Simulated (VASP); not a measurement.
Set up this calculation in VASP 6.6.1, as the native input.

```
Task                   : single point
Functional             : r2SCAN
Dispersion             : rVV10
Potentials or basis    : VASP PAW PBE potentials, release 64 (Pb_d, S)
Cutoff                 : 520 eV
k mesh                 : 8 × 8 × 8
Occupations            : fermi-dirac, width 0.05 eV
Spin                   : no spin polarisation
Dipole correction      : no
Further INCAR settings : ALGO = Normal; EDIFF = 1e-06; NBANDS = 17
```

The system is PbS (Galena).

```
CELL_PARAMETERS angstrom
0.00000 2.96575 2.96575
2.96575 0.00000 2.96575
2.96575 2.96575 0.00000
ATOMIC_POSITIONS crystal
Pb 0.00000 0.00000 0.00000
S 0.50000 0.50000 0.50000
```

The input as run:

POSCAR

```
PbS
1.0
    0.0000000000      2.9657500000      2.9657500000
    2.9657500000      0.0000000000      2.9657500000
    2.9657500000      2.9657500000      0.0000000000
Pb S
1 1
Direct
    0.0000000000      0.0000000000      0.0000000000
    0.5000000000      0.5000000000      0.5000000000
```

INCAR.step1

```
PREC = Accurate
ENCUT = 520
ISMEAR = -1
SIGMA = 0.05
LREAL = False
LASPH = True
NELM = 80
NBANDS = 17
GGA = PE
ALGO = Normal
EDIFF = 1E-4
LWAVE = True
LCHARG = False
```

INCAR.step2

```
PREC = Accurate
ENCUT = 520
EDIFF = 1E-6
ISMEAR = -1
SIGMA = 0.05
LREAL = False
LASPH = True
NELM = 80
ALGO = Normal
ISIF = 2
LWAVE = False
LCHARG = False
METAGGA = R2SCAN
LMIXTAU = True
LUSE_VDW = True
IVDW_NL = 2
BPARAM = 11.95
CPARAM = 0.0093
NBANDS = 17
ISTART = 1
```

KPOINTS

```
Automatic mesh
0
Gamma
  8 8 8
```

Potentials or basis: VASP PAW PBE potentials, release 64 (Pb_d, S).

Launch:

```bash
$ cat potpaw_PBE.64/Pb_d/POTCAR potpaw_PBE.64/S/POTCAR > POTCAR
$ cp INCAR.step1 INCAR
$ mpirun -np 1 vasp_std > vasp.out
$ cp INCAR.step2 INCAR
$ mpirun -np 1 vasp_std > vasp.out
```

It gave:

* Pressure: 0.4 GPa
* Band gap on the k mesh: 0.58 eV, direct

Caveat: the PAW data sets were made with another functional, which shifts forces and pressure a little; spin-orbit coupling is left out, which moves the levels of the heavy elements.

Run time: 54 s on 1 thread of Intel(R) Xeon(R) 6975P-C (Granite Rapids), on a shared host, peak memory 0.32 GiB.
